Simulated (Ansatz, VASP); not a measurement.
## Two plane-wave programs on Li

```xyz
2
Lattice="3.4500 0.0000 0.0000 0.0000 3.4500 0.0000 0.0000 0.0000 3.4500" Properties=species:S:1:pos:R:3 pbc="T T T"
Li    0.0000    0.0000    0.0000
Li    1.7250    1.7250    1.7250
```

Alike in both runs: task relaxation of cell and atoms; functional LDA; k mesh 20 × 20 × 20; occupations methfessel-paxton of order 1, width 0.1 eV; no spin polarisation.

|  | VASP | Ansatz |
| --- | --- | --- |
| version | VASP 6.6.1 | Ansatz 0.2.0 |
| potentials or method | VASP PAW LDA potentials, release 64 (Li_sv) | scalar-relativistic, plane waves, PAW |
| plane-wave cutoff (eV) | 600 | 420 |
| valence electrons in the cell | 6 | 6 |

```csv
,VASP,Ansatz,Ansatz less VASP
"gap on the k mesh at the Fermi level, each at its own relaxed structure (eV)",none,none,-
relaxed volume (Å³/atom),18.72,19.00,+0.283
relaxed cell length with the largest relative difference (Å),3.345,3.362,+0.0168
```

LDA's correlation is that of Perdew and Zunger in VASP and of Perdew and Wang (1992) in Ansatz. A gap of «none» marks a metal or a gap that the smearing closes.

Noted on VASP's run: the cutoff is short for stress, so the pressure is rough.
